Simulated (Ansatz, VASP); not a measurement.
Two plane-wave programs on Al3Cu

```
CELL_PARAMETERS angstrom
2.75524 0.00000 0.00000
0.00000 2.75524 0.00000
0.00000 0.00000 7.53019
ATOMIC_POSITIONS crystal
Al 0.00000 0.00000 0.50000
Al 0.50000 0.50000 0.21944
Al 0.50000 0.50000 0.78056
Cu 0.00000 0.00000 0.00000
```

Alike in both runs: task relaxation of cell and atoms; functional LDA; k mesh 16 × 16 × 6; occupations fermi-dirac, width 0.15 eV; no spin polarisation.

```csv
,VASP,Ansatz
version,VASP 6.6.1,Ansatz 0.2.0
potentials or method,"VASP PAW LDA potentials, release 64 (Al, Cu), cutoff 600 eV","scalar-relativistic, plane waves, PAW"
valence electrons in the cell,20,28
```

Ansatz gave:

```
gap on the k mesh at the Fermi level, each at its own relaxed structure (eV) : none
relaxed volume (Å³/atom)                                                     : 14.29
relaxed cell length with the largest relative difference (Å)                 : 7.498
```

Problem. What did VASP give for the same quantities?

Solution. gap on the k mesh at the Fermi level, each at its own relaxed structure (eV): none; relaxed volume (Å³/atom): 14.32; relaxed cell length with the largest relative difference (Å): 7.505.

LDA's correlation is that of Perdew and Zunger in VASP and of Perdew and Wang (1992) in Ansatz. A gap of «none» marks a metal or a gap that the smearing closes. VASP's potentials hold 20 valence electrons a cell and Ansatz's 28, so a difference there can come from the potentials and not from the codes.
